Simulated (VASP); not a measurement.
Wanted: the native input for a VASP 6.6.1 run.

| Quantity | Value |
| --- | --- |
| Task | single point |
| Functional | r2SCAN |
| Potentials or basis | VASP PAW PBE potentials, release 64 (Si, C) |
| Cutoff | 520 eV |
| k mesh | 10 × 10 × 2 |
| Occupations | gaussian, width 0.05 eV |
| Spin | no spin polarisation |
| Dipole correction | no |
| Further INCAR settings | ALGO = Normal; EDIFF = 1e-07; NBANDS = 36 |

The system is SiC.

```xyz
12
Lattice="2.1781 -2.1781 0.0000 2.1781 0.0000 -2.1781 10.8907 7.6235 7.6235" Properties=species:S:1:pos:R:3 pbc="T T T"
Si    5.6266    1.2703    3.4484
Si    3.4484    1.2703    1.2703
Si    7.8047    3.4484    3.4484
Si   12.1610    5.6266    5.6266
Si    7.8047    5.6266    5.6266
Si    3.4484   -0.9079   -0.9079
C     6.7157    2.3594    2.3594
C     2.3594    2.3594    2.3594
C     6.7157    4.5375    4.5375
C    11.0719    6.7157    6.7157
C     6.7157    6.7157    6.7157
C     2.3594    0.1812    0.1812
```

This cell differs from its parent crystal: the part above a cut slid along it.

The input as run:

POSCAR

```
SiC
1.0
    2.1781449867     -2.1781449867      0.0000000000
    2.1781449867      0.0000000000     -2.1781449867
   10.8907249336      7.6235074536      7.6235074536
Si C
6 6
Direct
    0.8021000000     -0.1979000000      0.3958000000
    0.2187666667      0.2187666667      0.2291333333
    0.3854333333      0.3854333333      0.5624666667
    0.5521000000      0.5521000000      0.8958000000
   -0.0312333333     -0.0312333333      0.7291333333
    0.6354333333      0.6354333333      0.0624666667
    0.4479333333      0.4479333333      0.4374666667
   -0.1354000000     -0.1354000000      0.2708000000
    0.0312666667      0.0312666667      0.6041333333
    0.1979333333      0.1979333333      0.9374666667
   -0.3854000000     -0.3854000000      0.7708000000
    0.2812666667      0.2812666667      0.1041333333
```

INCAR.step1

```
  ALGO = Normal
  EDIFF = 1E-4
  ENCUT = 520
  GGA = PE
  ISMEAR = 0
  LASPH = True
  LCHARG = False
  LREAL = False
  LWAVE = True
  NBANDS = 36
  NELM = 80
  PREC = Accurate
  SIGMA = 0.05
```

INCAR.step2

```
  ALGO = Normal
  EDIFF = 1E-7
  ENCUT = 520
  ISIF = 2
  ISMEAR = 0
  ISTART = 1
  LASPH = True
  LCHARG = False
  LMIXTAU = True
  LREAL = False
  LWAVE = False
  METAGGA = R2SCAN
  NBANDS = 36
  NELM = 80
  PREC = Accurate
  SIGMA = 0.05
```

KPOINTS

```
k-points
0
Gamma
  10 10 2
```

Potentials or basis: VASP PAW PBE potentials, release 64 (Si, C).

Command:

```sh
$ cat potpaw_PBE.64/Si/POTCAR potpaw_PBE.64/C/POTCAR > POTCAR
$ cp INCAR.step1 INCAR
$ mpirun -np 1 vasp_std > vasp.out
$ cp INCAR.step2 INCAR
$ mpirun -np 1 vasp_std > vasp.out
```

Results of the run:

```json
{"Pressure": "-1.4 GPa", "Largest force": "1.020 eV/Å", "Band gap on the k mesh": "1.30 eV (least direct gap 2.12 eV)"}
```

Caveat: the cell differs from its parent crystal (the part above a cut slid along it); the stress differs along the axes, from -5 to 5 GPa; the PAW data sets were made with another functional, which shifts forces and pressure a little.

It took 23 min on 1 thread of Oxide Virtual Turin-like Processor (shared host), peak memory 0.35 GiB.
